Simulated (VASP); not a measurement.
# Sc (Pm-3m) in VASP: relaxation of cell and atoms with LDA

Aim: the relaxation of cell and atoms of Sc with LDA.

Everything below comes from runs of VASP 6.6.1. Logs are shortened: lines on timing, memory, paths and dates and some standing lists are left out, and cuts for length are marked.

**1. The cell of the first run**

It takes space group Pm-3m (No. 221, cubic). The conventional cell has a = 2.900 Å, b = 2.900 Å, c = 2.900 Å, α = 90.00°, β = 90.00°, γ = 90.00°. Within 3.8 Å of Sc (site symmetry m-3m) lie 6 Sc at 2.90 Å.

**2. Relaxation of cell and atoms, LDA**

Input file INCAR:

```
SYSTEM = Sc
PREC     = Accurate       ! precision mode
ENCUT    = 600            ! plane-wave cutoff, eV
EDIFF    = 1E-7           ! SCF threshold, eV
ISMEAR   = -1             ! smearing method
SIGMA    = 0.05           ! smearing width, eV
LREAL    = .False.        ! projectors in reciprocal space
LASPH    = .True.         ! aspherical terms in the spheres
NELM     = 100            ! most SCF steps
ALGO     = Normal         ! electronic algorithm
ISIF     = 3              ! what is computed and relaxed
LWAVE    = .False.        ! write WAVECAR
LCHARG   = .False.        ! write CHGCAR
GGA      = CA             ! functional
IBRION   = 2              ! ionic algorithm
NSW      = 60             ! ionic steps
EDIFFG   = -0.02          ! ionic threshold
```

Input file KPOINTS:

```
Automatic mesh
0
Gamma
  15 15 15
  0.5 0.5 0.5
```

Input file POSCAR:

```
Sc
1.0
    2.9001965780      0.0000000000      0.0000000000
    0.0000000000      2.9001965780      0.0000000000
    0.0000000000      0.0000000000      2.9001965780
Sc
1
Direct
    0.0000000000      0.0000000000      0.0000000000
```

Potentials or basis: VASP PAW LDA potentials, release 64 (Sc_sv).

The run is started by

```
cat potpaw_LDA.64/Sc_sv/POTCAR > POTCAR
mpirun -np 1 vasp_std > vasp.out
```

OUTCAR:

```text
SYSTEM = Sc
   PREC = Accurate
   ENCUT = 600
   EDIFF = 1E-7
   ISMEAR = -1
   LREAL = .False.
   LASPH = .True.
   NELM = 100
   ISIF = 3
   GGA = CA
   IBRION = 2
   NSW = 60
   EDIFFG = -0.02

 ion  position               nearest neighbor table
   1  0.000  0.000  0.000-

  LATTYP: Found a simple cubic cell.
 ALAT       =     2.9001965780

  Lattice vectors:

 A1 = (   2.9001965780,   0.0000000000,   0.0000000000)
 A2 = (   0.0000000000,   2.9001965780,   0.0000000000)
 A3 = (   0.0000000000,   0.0000000000,   2.9001965780)

Analysis of symmetry for initial positions (statically):
=====================================================================
 Subroutine PRICEL returns:
 Original cell was already a primitive cell.

 Routine SETGRP: Setting up the symmetry group for a
 simple cubic supercell.

 Subroutine GETGRP returns: Found 48 space group operations
 (whereof 48 operations were pure point group operations)
 out of a pool of 48 trial point group operations.

The static configuration has the point symmetry O_h .

Analysis of symmetry for dynamics (positions and initial velocities):
=====================================================================
 Subroutine PRICEL returns:
 Original cell was already a primitive cell.

 Routine SETGRP: Setting up the symmetry group for a
 simple cubic supercell.

 Subroutine GETGRP returns: Found 48 space group operations
 (whereof 48 operations were pure point group operations)
 out of a pool of 48 trial point group operations.

The dynamic configuration has the point symmetry O_h .

 Subroutine INISYM returns: Found 48 space group operations
 (whereof 48 operations are pure point group operations),
 and found     1 'primitive' translations

----------------------------------------------------------------------------------------

                                     Primitive cell

  volume of cell :      24.3940

  direct lattice vectors                    reciprocal lattice vectors
     2.900196578  0.000000000  0.000000000     0.344804213  0.000000000  0.000000000
     0.000000000  2.900196578  0.000000000     0.000000000  0.344804213  0.000000000
     0.000000000  0.000000000  2.900196578     0.000000000  0.000000000  0.344804213

  length of vectors
     2.900196578  2.900196578  2.900196578     0.344804213  0.344804213  0.344804213

[... 94 lines left out ...]
   EFERMI_NEDOS =   21; number of points for ismear=-14 and -15
   IALGO  =     38    algorithm
   IMIX   =      4    mixing-type and parameters
     AMIX     =   0.40;   BMIX     =  1.00
     AMIX_MAG =   1.60;   BMIX_MAG =  1.00
  volume/ion in A,a.u.               =      24.39       164.62
  Fermi-wavevector in a.u.,A,eV,Ry     =   1.255389  2.372341 21.442800  1.576001
  Thomas-Fermi vector in A             =   2.389148
   LORBIT       =      0    0 simple, 1 ext, 2 COOP (PROOUT), +10 PAW based schemes
   GGA     = CA    functional components
   LHFCALC =     F    Hartree Fock is set to
   AEXX    =    0.0000 exact exchange contribution
   IVDW    =     0    specifies the selected vdW correction
   LEPSILON=     F    determine dielectric tensor
   LRPA    =     F    only Hartree local field effects (RPA)
 conjugate gradient relaxation of ions
 non-spin polarized calculation
  energy-cutoff  :      600.00
  volume of cell :       24.39
 maximum number of plane-waves:       840
 NGX is ok and might be reduce to    24
   NGX = 11   NGY = 11   NGZ = 11

--------------------------------------- Ionic step        1  -------------------------------------------

 number of electron      11.0000000 magnetization

 Free energy of the ion-electron system (eV)
  ---------------------------------------------------
  ext. energy  EPLUGINS =         0.00000000
  ---------------------------------------------------
  free energy    TOTEN  =        -5.99212221 eV

  energy without entropy =       -5.96895325  energy(sigma->0) =       -5.98053773

------------------------ aborting loop because EDIFF is reached ----------------------------------------

  FORCE on cell =-STRESS in cart. coord.  units (eV):
  Direction    XX          YY          ZZ          XY          YZ          ZX
  --------------------------------------------------------------------------------------
  -------------------------------------------------------------------------------------
  Total       -0.2944127     -0.2944127     -0.2944127      0.0000000      0.0000000     -0.0000000
  in kB      -19.3368124    -19.3368124    -19.3368124      0.0000000      0.0000000     -0.0000000
  external PRESSURE =     -19.3368124 kB  Pullay stress =       0.0000000 kB
[... 57 lines left out ...]
--------------------------------------- Ionic step        3  -------------------------------------------

 number of electron      11.0000002 magnetization

 Free energy of the ion-electron system (eV)
  ---------------------------------------------------
  ext. energy  EPLUGINS =         0.00000000
  ---------------------------------------------------
  free energy    TOTEN  =        -5.99968281 eV

  energy without entropy =       -5.97784023  energy(sigma->0) =       -5.98876152

 E-fermi :   3.9188     XC(G=0): -10.3273

 val. band max:        3.9173583595   @ k =   0.4333   0.3667   0.3667
 cond. band min:       3.9368056488   @ k =   0.3667   0.1000   0.0333
 fundamental gap:      0.0194472893
 Fermi energy:         3.9187811845

 k-point     1 :       0.0333    0.0333    0.0333
  band No.  band energies     occupation
      1     -44.9261      2.00000
      2     -23.5291      2.00000
      3     -23.5273      2.00000
      4     -23.5273      2.00000
      5      -1.1442      2.00000
      6       3.3011      1.99999
      7       3.3011      1.99999
      8       8.1173      0.00000
      9       8.1368      0.00000
[... 265 lines left out ...]
 k-point    24 :       0.3667    0.2333    0.0333
  band No.  band energies     occupation
      1     -44.7967      2.00000
      2     -24.1145      2.00000
      3     -23.7954      2.00000
      4     -23.4425      2.00000
      5       1.9826      2.00000
      6       3.7887      1.86185
      7       5.0114      0.00000
      8       6.4176      0.00000
      9       6.8851      0.00000

 [... further k-points ...]

------------------------ aborting loop because EDIFF is reached ----------------------------------------

  FORCE on cell =-STRESS in cart. coord.  units (eV):
  Direction    XX          YY          ZZ          XY          YZ          ZX
  --------------------------------------------------------------------------------------
  -------------------------------------------------------------------------------------
  Total       -0.0022020     -0.0022020     -0.0022020     -0.0000000      0.0000000     -0.0000000
  in kB       -0.1520909     -0.1520909     -0.1520909     -0.0000000      0.0000000     -0.0000000
  external PRESSURE =      -0.1520909 kB  Pullay stress =       0.0000000 kB
[... 16 lines left out ...]
  FREE ENERGIE OF THE ION-ELECTRON SYSTEM (eV)
  ---------------------------------------------------
  free  energy   TOTEN  =        -5.9996828139 eV

  energy  without entropy=       -5.9778402334  energy(sigma->0) =       -5.98876152

 reached required accuracy - stopping structural energy minimisation
```

CONTCAR:

```text
Sc
   1.00000000000000
     2.8519561514724892   -0.0000000000000000   -0.0000000000000000
     0.0000000000000000    2.8519561514724892   -0.0000000000000000
     0.0000000000000000    0.0000000000000000    2.8519561514724892
  Sc
     1
Direct
     0.0000000000000000    0.0000000000000000    0.0000000000000000

  0.00000000E+00  0.00000000E+00  0.00000000E+00
```

It took 21 s on 1 thread of Intel Xeon Platinum 8375C at 2.90GHz (Ice Lake), shared host; peak memory 0.16 GiB.

Results:

```
Free energy                            : -5.9997 eV
Relaxed volume                         : 23.20 Å³/atom
Relaxed cell                           : a = 2.852 Å, b = 2.852 Å, c = 2.852 Å, α = 90.00°, β = 90.00°, γ = 90.00°
Space group after relaxing (to 0.05 Å) : Pm-3m (No. 221)
Energy gained by relaxing              : 7.6 meV/atom
Ionic steps                            : 3
Pressure after relaxing                : 0.0 GPa
```

Step by step:
```tsv
step	energy change (eV)	largest force (eV/Å)	pressure (GPa)	volume (Å³)
1	0.0000	0.0000	-1.93	24.39
2	-0.0074	0.0000	-0.32	23.37
3	-0.0076	0.0000	-0.02	23.20
```

Final structure:
```
Sc
1.0
     2.85196    0.00000    0.00000
     0.00000    2.85196    0.00000
     0.00000    0.00000    2.85196
Sc
1
Direct
  0.00000 0.00000 0.00000
```
